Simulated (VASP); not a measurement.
Ag: relaxation of shape and atoms at fixed volume with r2SCAN

Ag:

```
Ag
1.0
     2.96065    0.00000    0.00000
    -1.48032    2.56399    0.00000
     0.00000    0.00000    4.84096
Ag
2
Direct
  0.33333 0.66667 0.25000
  0.66667 0.33333 0.75000
```

This cell differs from its parent crystal: volume scaled by 1.06.

- Program: VASP 6.6.1
- Task: relaxation of shape and atoms at fixed volume
- Functional: r2SCAN
- Potentials or basis: VASP PAW PBE potentials, release 64 (Ag)
- Cutoff: 600 eV
- k mesh: 18 × 18 × 10
- Occupations: gaussian, width 0.1 eV
- Spin: no spin polarisation
- Dipole correction: no
- Further INCAR settings: ALGO = Normal; EDIFF = 1e-06; IBRION = 2; EDIFFG = -0.01; NSW = 50; ISIF = 4

- Pressure after relaxing: -5.0 GPa
- Band gap on the k mesh: zero (band 11 reaches 11.50 eV, above the bottom of band 12 at 3.79 eV)

Final structure:
```
CELL_PARAMETERS angstrom
2.96065 0.00000 0.00000
-1.48032 2.56399 0.00000
0.00000 0.00000 4.84096
ATOMIC_POSITIONS crystal
Ag 0.33333 0.66667 0.25000
Ag 0.66667 0.33333 0.75000
```

Levels at points of the mesh, in eV from the Fermi level:
```csv
k point,band 7,band 8,band 9,band 10,band 11,band 12,band 13,band 14,band 15
"(0.00, 0.00, 0.00)",-4.59,-4.28,-4.28,-3.37,-3.37,-0.14,3.27,16.05,17.91
"(0.50, 0.00, 0.00)",-3.91,-3.25,-3.21,-3.13,0.16,1.41,6.83,7.10,9.07
"(0.00, 0.00, 0.50)",-4.49,-4.49,-3.65,-3.65,-3.65,-3.65,10.95,10.95,16.40
"(0.50, 0.00, 0.50)",-3.39,-3.39,-3.18,-3.18,0.94,0.94,4.31,4.31,13.54
```

Wall time 7.4 min on 1 thread of Intel Xeon 8259CL, on a shared host, peak memory 0.27 GiB.

Caveat: the relaxation stopped at its first step, so nothing moved; the PAW data sets were made with another functional, which shifts forces and pressure a little.
